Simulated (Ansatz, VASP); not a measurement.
Two plane-wave programs on HfN

```
Hf N
1.0
     0.00000    2.25900    2.25900
     2.25900    0.00000    2.25900
     2.25900    2.25900    0.00000
Hf N
1 1
Direct
  0.00000 0.00000 0.00000
  0.50000 0.50000 0.50000
```

Alike in both runs: task electric field gradients; functional PBE; k mesh 10 × 10 × 10; occupations fermi-dirac, width 0.03 eV; no spin polarisation.

|  | VASP | Ansatz |
| --- | --- | --- |
| version | VASP 6.6.1 | Ansatz 0.2.0 |
| potentials or method | VASP PAW PBE potentials, release 64 (Hf_pv, N) | PAW with Ansatz's default frozen-core files, scalar-relativistic |
| plane-wave cutoff (eV) | 520 | 420 |
| valence electrons in the cell | 15 | 31 |

```tsv
	VASP	Ansatz	Ansatz less VASP
pressure (GPa)	3.1	5.4	+2.38
```

VASP's potentials hold 15 valence electrons a cell and Ansatz's 31, so a difference there can come from the potentials and not from the codes.

Neither program's run includes spin-orbit coupling.
